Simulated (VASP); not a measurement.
# MgF2: single point with PBE+D3(BJ)

The system is MgF2, a slab with vacuum.

```
CELL_PARAMETERS angstrom
6.15247 0.00000 0.00000
0.00000 6.58766 0.00000
0.00000 0.00000 21.88788
ATOMIC_POSITIONS crystal
F 0.00000 0.00000 0.36550
F 0.50000 0.00000 0.36550
F 0.25000 0.30311 0.42476
F 0.75000 0.30311 0.42476
F 0.25000 0.69689 0.42476
F 0.75000 0.69689 0.42476
F 0.00000 0.00000 0.48401
F 0.50000 0.00000 0.48401
F 0.00000 0.50000 0.51612
F 0.50000 0.50000 0.51612
F 0.25000 0.81202 0.58183
F 0.75000 0.81202 0.58183
F 0.25000 0.18798 0.58183
F 0.75000 0.18798 0.58183
F 0.00000 0.50000 0.63490
F 0.50000 0.50000 0.63490
Mg 0.00000 0.50000 0.42476
Mg 0.50000 0.50000 0.42476
Mg 0.25000 0.00000 0.42476
Mg 0.75000 0.00000 0.42476
Mg 0.00000 0.00000 0.57195
Mg 0.50000 0.00000 0.57195
Mg 0.25000 0.50000 0.58298
Mg 0.75000 0.50000 0.58298
```

```
Program                : VASP 6.6.1
Task                   : single point
Functional             : PBE
Dispersion             : D3(BJ)
Potentials or basis    : VASP PAW PBE potentials, release 64 (F, Mg)
Cutoff                 : 520 eV
k mesh                 : 3 × 3 × 1
Occupations            : gaussian, width 0.05 eV
Spin                   : no spin polarisation
Dipole correction      : yes
Further INCAR settings : ALGO = Normal; EDIFF = 1e-06; NBANDS = 82; NELMDL = -8
```

```
Largest force              : 1.588 eV/Å
Band gap on the k mesh     : 5.02 eV
Dispersion energy per atom : -0.099 eV
```

Forces on the atoms (eV/Å):
```
F    0.000  0.000  0.852
F    0.000  0.000  0.852
F    0.000  0.736 -0.422
F    0.000  0.736 -0.422
F    0.000 -0.736 -0.422
F    0.000 -0.736 -0.422
F    0.000  0.000  0.307
F    0.000  0.000  0.307
F    0.000  0.000  0.046
F    0.000  0.000  0.046
F    0.000  0.017 -0.020
F    0.000  0.017 -0.020
F    0.000 -0.017 -0.020
F    0.000 -0.017 -0.020
F    0.000  0.000 -0.041
F    0.000  0.000 -0.041
Mg   0.000  0.000  1.327
Mg   0.000  0.000  1.327
Mg   0.000  0.000 -1.588
Mg   0.000  0.000 -1.588
Mg   0.000  0.000 -0.010
Mg   0.000  0.000 -0.010
Mg   0.000  0.000 -0.010
Mg   0.000  0.000 -0.010
```

Levels at points of the mesh, in eV from the valence-band top:
| k point | band 60 | band 61 | band 62 | band 63 | band 64 | band 65 | band 66 | band 67 | band 68 | band 69 |
| --- | --- | --- | --- | --- | --- | --- | --- | --- | --- | --- |
| (0.00, 0.00, 0.00) | -0.42 | -0.28 | -0.21 | -0.09 | 0.00 | 5.02 | 5.90 | 7.73 | 8.17 | 8.32 |

It took 24 min on 1 thread of Oxide Virtual Turin-like Processor, on a shared host, peak memory 0.82 GiB.
